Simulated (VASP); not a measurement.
A run of VASP 6.6.1 is set up as follows.

Contents of INCAR:

```
PREC = Accurate
ENCUT = 400
EDIFF = 1E-8
ISMEAR = -1
SIGMA = 0.03
LREAL = False
LASPH = True
NELM = 120
ALGO = Normal
ISIF = 2
LWAVE = False
LCHARG = False
GGA = PE
LEFG = True
NBANDS = 15
GGA_COMPAT = False
```

File KPOINTS:

```
Automatic mesh
0
Gamma
  6 6 6
```

The input POSCAR:

```
CsI
1.0
    4.6652120000      0.0000000000      0.0000000000
    0.0000000000      4.6652120000      0.0000000000
    0.0000000000      0.0000000000      4.6652120000
Cs I
1 1
Direct
    0.0000000000      0.0000000000      0.0000000000
    0.5000000000      0.5000000000      0.5000000000
```

Potentials or basis: VASP PAW PBE potentials, release 64 (Cs_sv, I).

Command:

```console
$ cat potpaw_PBE.64/Cs_sv/POTCAR potpaw_PBE.64/I/POTCAR > POTCAR
$ mpirun -np 1 vasp_std > vasp.out
```

(1) Predict the pressure.

(2) What does it give for the band gap on the k mesh?

Answers

(1) 0.0 GPa.

(2) 3.68 eV, indirect (least direct gap 3.77 eV).

Caveat: without QUAD_EFG the Cq values of the log hold for a quadrupole moment of 1 mb, not for the nuclei; spin-orbit coupling is left out, which moves the levels of the heavy elements.
